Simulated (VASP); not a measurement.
Set up this calculation in VASP 6.6.1, as the native input.

| Quantity | Value |
| --- | --- |
| Task | single point |
| Functional | PBE |
| Potentials or basis | VASP PAW PBE potentials, release 64 (Ge_d, Sb) |
| Cutoff | 520 eV |
| k mesh | 12 × 12 × 10 |
| Occupations | gaussian, width 0.1 eV |
| Spin | no spin polarisation |
| Dipole correction | no |
| Further INCAR settings | ALGO = Normal; EDIFF = 1e-06; NBANDS = 24 |

The structure of Ge2Sb lies in POSCAR:

```
Ge2Sb
1.0
    4.0324137455      0.0000000000      0.0000000000
   -2.0162068728      3.4921727422      0.0000000000
    0.0000000000      0.0000000000      4.9099774675
Ge Sb
2 1
Direct
    0.6666666667      0.3333333333      0.6450400165
    0.3333333333      0.6666666667      0.3549599835
    0.0000000000      0.0000000000      0.0000000000
```

The cell was generated, and may not be a known phase.

The input as run:

INCAR

```
SYSTEM = Ge2Sb
PREC = Accurate
ENCUT = 520
EDIFF = 1E-6
ISMEAR = 0
SIGMA = 0.1
LREAL = .FALSE.
LASPH = .TRUE.
NELM = 100
ALGO = Normal
ISIF = 2
LWAVE = .FALSE.
LCHARG = .FALSE.
GGA = PE
NBANDS = 24
```

KPOINTS

```
regular mesh
0
G
  12 12 10
  0 0 0
```

Potentials or basis: VASP PAW PBE potentials, release 64 (Ge_d, Sb).

Command:

```sh
$ cat potpaw_PBE.64/Ge_d/POTCAR potpaw_PBE.64/Sb/POTCAR > POTCAR
$ mpirun -np 1 vasp_std > vasp.out
```

Results of the run:

The pressure is -0.1 GPa and the band gap on the k mesh is zero (an odd number of electrons rules out a gap without spin polarisation).

Caveat: spin-orbit coupling is left out, which moves the levels of the heavy elements.

Wall time 3.2 min on 1 thread of AMD EPYC 7R13 Processor (Zen 3), on a shared host, peak memory 0.33 GiB.
